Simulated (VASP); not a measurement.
Si, 2 atoms in the cell. It takes space group I4_1/amd (No. 141, tetragonal). Conventional cell: a = 3.725 Å, b = 3.725 Å, c = 5.431 Å, α = 90.00°, β = 90.00°, γ = 90.00°. Si (site symmetry -4m2) has 4 Si at 2.30 Å within 3.0 Å.  This cell differs from its parent crystal: equal xx and yy strain of -3 %.

* Program: VASP 6.6.1
* Task: single point
* Functional: LDA
* Potentials or basis: VASP PAW LDA potentials, release 64 (Si)
* Cutoff: 520 eV
* k mesh: 11 × 11 × 11
* Occupations: fermi-dirac, width 0.08 eV
* Spin: no spin polarisation
* Dipole correction: no
* Further INCAR settings: ALGO = Normal; EDIFF = 1e-07; NBANDS = 11

Potentials or basis: VASP PAW LDA potentials, release 64 (Si).

The run is started by

```bash
$ cat potpaw_LDA.64/Si/POTCAR > POTCAR
$ mpirun -np 1 vasp_std > vasp.out
```

Hardware: 1 thread of Intel Xeon 6975P-C, on a shared host.

Estimate the wall time of this run.

Run time: 25 s on 1 thread of Intel Xeon 6975P-C, with other jobs on the host, peak memory 0.16 GiB. Counts: scf iterations 12, k points 126.
